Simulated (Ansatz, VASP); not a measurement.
**One calculation of Ga2Sb2CO, two programs**

```
Sb Ga O C
1.0
     4.33438    0.00000    0.00000
    -2.16719    3.75368    0.00000
     0.00000    0.00000   23.61974
Sb Ga O C
2 2 1 1
Cartesian
  0.0000 0.0000 4.0000
  0.0000 2.5025 7.6992
  0.0000 2.5025 4.8848
  2.1672 1.2512 8.4697
  1.6856 3.7537 11.5697
  1.6856 3.7537 12.7197
```

Alike in both runs: task single point; functional PBE; dispersion D3(BJ); k mesh 6 × 6 × 1; occupations gaussian, width 0.1 eV; no spin polarisation.

```csv
,VASP,Ansatz
version,VASP 6.6.1,Ansatz 0.2.0
potentials or method,"VASP PAW PBE potentials, release 64 (Sb, Ga_d, O, C), cutoff 520 eV","scalar-relativistic, plane waves, PAW"
valence electrons in the cell,46,66
```

```csv
,VASP,Ansatz,Ansatz less VASP
gap on the k mesh at the Fermi level (eV),0.03,0.03,-0.004
least direct gap on the mesh (eV),0.15,0.16,+0.004
rms of the force components (eV/Å),0.225,0.494,+0.2689
```

One of these differences is far larger than is usual between the two programs; its cause wasn't traced. VASP's potentials hold 46 valence electrons a cell and Ansatz's 66, so a difference there can come from the potentials and not from the codes.

Neither program's run includes spin-orbit coupling. Noted on VASP's run: the standard files for N, O and F lose accuracy on very short bonds.
